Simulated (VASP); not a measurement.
# Se (Im-3m) in VASP: single point with PBE

Aim: the single point of Se with PBE.

Program: VASP 6.6.1. These are calculated values, not measurements. Logs are shortened: lines on timing, memory, paths and dates and some standing lists are left out, and cuts for length are marked.

## (1) The cell of the first run

The structure is cubic, space group Im-3m (No. 229). Conventional cell: a = 2.808 Å, b = 2.808 Å, c = 2.808 Å, α = 90.00°, β = 90.00°, γ = 90.00°. Within 3.2 Å of Se (site symmetry m-3m) lie 14 Se at 2.43 to 2.81 Å.

This isn't the form of Se at room conditions, which is trigonal, of chains.

## (2) Single point, PBE

Input file INCAR:

```
SYSTEM = Se
ALGO = Normal
EDIFF = 1E-6
ENCUT = 500
GGA = PE
GGA_COMPAT = .False.
ISIF = 2
ISMEAR = 1
LASPH = .True.
LCHARG = .False.
LREAL = .False.
LWAVE = .False.
NBANDS = 9
NELM = 120
PREC = Accurate
SIGMA = 0.05
```

Input file KPOINTS:

```
k-points
0
Gamma
  11 11 11
  0 0 0
```

Input file POSCAR:

```
Se
1.0
   -1.4038000000      1.4038000000      1.4038000000
    1.4038000000     -1.4038000000      1.4038000000
    1.4038000000      1.4038000000     -1.4038000000
Se
1
Direct
    0.0000000000      0.0000000000      0.0000000000
```

Potentials or basis: VASP PAW PBE potentials, release 64 (Se).

The run is started by

```sh
> cat potpaw_PBE.64/Se/POTCAR > POTCAR
> mpirun -np 1 vasp_std > vasp.out
```

OUTCAR:

```text
SYSTEM = Se
   EDIFF = 1E-6
   ENCUT = 500
   GGA = PE
   ISIF = 2
   ISMEAR = 1
   LASPH = .True.
   LREAL = .False.
   NELM = 120
   PREC = Accurate

 ion  position               nearest neighbor table
   1  0.000  0.000  0.000-

  LATTYP: Found a body centered cubic cell.
 ALAT       =     2.8076000000

  Lattice vectors:

 A1 = (  -1.4038000000,   1.4038000000,   1.4038000000)
 A2 = (   1.4038000000,  -1.4038000000,   1.4038000000)
 A3 = (   1.4038000000,   1.4038000000,  -1.4038000000)

Analysis of symmetry for initial positions (statically):
=====================================================================
 Subroutine PRICEL returns:
 Original cell was already a primitive cell.

 Routine SETGRP: Setting up the symmetry group for a
 body centered cubic supercell.

 Subroutine GETGRP returns: Found 48 space group operations
 (whereof 48 operations were pure point group operations)
 out of a pool of 48 trial point group operations.

The static configuration has the point symmetry O_h .

Analysis of symmetry for dynamics (positions and initial velocities):
=====================================================================
 Subroutine PRICEL returns:
 Original cell was already a primitive cell.

 Routine SETGRP: Setting up the symmetry group for a
 body centered cubic supercell.

 Subroutine GETGRP returns: Found 48 space group operations
 (whereof 48 operations were pure point group operations)
 out of a pool of 48 trial point group operations.

The dynamic configuration has the point symmetry O_h .

 Subroutine INISYM returns: Found 48 space group operations
 (whereof 48 operations are pure point group operations),
 and found     1 'primitive' translations

----------------------------------------------------------------------------------------

                                     Primitive cell

  volume of cell :      11.0656

  direct lattice vectors                    reciprocal lattice vectors
    -1.403800000  1.403800000  1.403800000     0.000000000  0.356176093  0.356176093
     1.403800000 -1.403800000  1.403800000     0.356176093  0.000000000  0.356176093
     1.403800000  1.403800000 -1.403800000     0.356176093  0.356176093  0.000000000

  length of vectors
     2.431452924  2.431452924  2.431452924     0.503709062  0.503709062  0.503709062

  position of ions in fractional coordinates (direct lattice)
     0.000000000  0.000000000  0.000000000

  ion indices of the primitive-cell ions
[... 78 lines left out ...]
   IBRION =     -1    ionic relax: 0-MD 1-quasi-New 2-CG
   NFREE  =      0    steps in history (QN), initial steepest desc. (CG)
   ISIF   =      2    stress and relaxation
   ISYM   =      2    0-nonsym 1-usesym 2-fastsym
   POTIM  = 0.5000    time-step for ionic-motion
   TEBEG  =    0.0;   TEEND  =   0.0 temperature during run
   PSTRESS=    0.0 pullay stress
   NELECT =       6.0000    total number of electrons
   NUPDOWN=      -1.0000    fix difference up-down
   EMIN   =  10.00;   EMAX   =-10.00  energy-range for DOS
   EFERMI =   0.00;   METHOD = LEGACY
   ISMEAR =     1;   SIGMA  =   0.05  broadening in eV -4-tet -1-fermi 0-gaus
   EFERMI_NEDOS =   21; number of points for ismear=-14 and -15
   IALGO  =     38    algorithm
   IMIX   =      4    mixing-type and parameters
     AMIX     =   0.40;   BMIX     =  1.00
     AMIX_MAG =   1.60;   BMIX_MAG =  1.00
  volume/ion in A,a.u.               =      11.07        74.67
  Fermi-wavevector in a.u.,A,eV,Ry     =   1.334955  2.522699 24.247014  1.782105
  Thomas-Fermi vector in A             =   2.463697
   LORBIT       =      0    0 simple, 1 ext, 2 COOP (PROOUT), +10 PAW based schemes
   GGA     = PE    functional components
   LHFCALC =     F    Hartree Fock is set to
   AEXX    =    0.0000 exact exchange contribution
   IVDW    =     0    specifies the selected vdW correction
   LEPSILON=     F    determine dielectric tensor
   LRPA    =     F    only Hartree local field effects (RPA)
 non-spin polarized calculation
 Methfessel and Paxton  Order N= 1 SIGMA  =   0.05
  energy-cutoff  :      500.00
  volume of cell :       11.07
 maximum number of plane-waves:       321
 NGX is ok and might be reduce to    18
   NGX =  9   NGY =  9   NGZ =  9

 number of electron       6.0000001 magnetization

 Free energy of the ion-electron system (eV)
  ---------------------------------------------------
  ext. energy  EPLUGINS =         0.00000000
  ---------------------------------------------------
  free energy    TOTEN  =        -0.05378926 eV

  energy without entropy =       -0.05350843  energy(sigma->0) =       -0.05369565

 E-fermi :  15.4289     XC(G=0): -13.5702

 val. band max:       15.4235337468   @ k =  -0.3636   0.3636   0.0909
 cond. band min:      15.5014236063   @ k =   0.2727   0.0909   0.0000
 fundamental gap:      0.0778898595
 Fermi energy:        15.4288541638

 k-point     1 :       0.0000    0.0000    0.0000
  band No.  band energies     occupation
      1      -8.6623      2.00000
      2      23.0005      0.00000
      3      23.0005      0.00000
      4      23.0005      0.00000
      5      29.4074      0.00000
      6      29.4074      0.00000
      7      29.4074      0.00000
      8      33.2310      0.00000
      9      33.2310      0.00000
[... 265 lines left out ...]
 k-point    24 :       0.3636    0.1818    0.0909
  band No.  band energies     occupation
      1       1.0156      2.00000
      2       3.6182      2.00000
      3       9.4901      2.00000
      4      13.2251      2.00000
      5      30.1459      0.00000
      6      32.6499      0.00000
      7      37.6582      0.00000
      8      37.9247      0.00000
      9      42.6689      0.00000

 [... further k-points ...]

------------------------ aborting loop because EDIFF is reached ----------------------------------------

  FORCE on cell =-STRESS in cart. coord.  units (eV):
  Direction    XX          YY          ZZ          XY          YZ          ZX
  --------------------------------------------------------------------------------------
  -------------------------------------------------------------------------------------
  Total       11.8361192     11.8361192     11.8361192      0.0000000      0.0000000      0.0000000
  in kB     1713.7371362   1713.7371362   1713.7371362      0.0000000      0.0000000      0.0000000
  external PRESSURE =    1713.7371362 kB  Pullay stress =       0.0000000 kB

 VOLUME and BASIS-vectors are now :
 -----------------------------------------------------------------------------
  energy-cutoff  :      500.00
  volume of cell :       11.07
      direct lattice vectors                 reciprocal lattice vectors
    -1.403800000  1.403800000  1.403800000     0.000000000  0.356176093  0.356176093
     1.403800000 -1.403800000  1.403800000     0.356176093  0.000000000  0.356176093
     1.403800000  1.403800000 -1.403800000     0.356176093  0.356176093  0.000000000

 POSITION                                       TOTAL-FORCE (eV/Angst)
 -----------------------------------------------------------------------------------
      0.00000      0.00000      0.00000         0.000000      0.000000      0.000000
 -----------------------------------------------------------------------------------
    total drift:                               -0.000000      0.000000      0.000000

  FREE ENERGIE OF THE ION-ELECTRON SYSTEM (eV)
  ---------------------------------------------------
  free  energy   TOTEN  =        -0.0537892591 eV

  energy  without entropy=       -0.0535084292  energy(sigma->0) =       -0.05369565
```

stdout:

```text
POSCAR found type information on POSCAR Se
 POSCAR found :  1 types and       1 ions
 scaLAPACK will be used
 LDA part: xc-table for (Slater+PW92), standard interpolation
 POSCAR, INCAR and KPOINTS ok, starting setup
 FFT: planning ... GRIDC
 FFT: planning ... GRID_SOFT
 FFT: planning ... GRID
 WAVECAR not read
 entering main loop
```

Wall time 3.2 s (1 thread of AMD EPYC 9R45 (Zen 5), shared host); peak memory 0.09 GiB.

Results:

```
Free energy            : -0.0538 eV
Pressure               : 171.4 GPa
Band gap on the k mesh : zero (bands 3 and 4 overlap by 13.86 eV)
```

Levels at points of the mesh, in eV from the Fermi level:
```csv
k point,band 1,band 2,band 3,band 4,band 5,band 6
"(0.00, 0.00, 0.00)",-24.09,7.57,7.57,7.57,13.98,13.98
```

Caveat: the cell stands under pressure.

The gap in the log of VASP goes by the Fermi energy; the results here count the filled bands.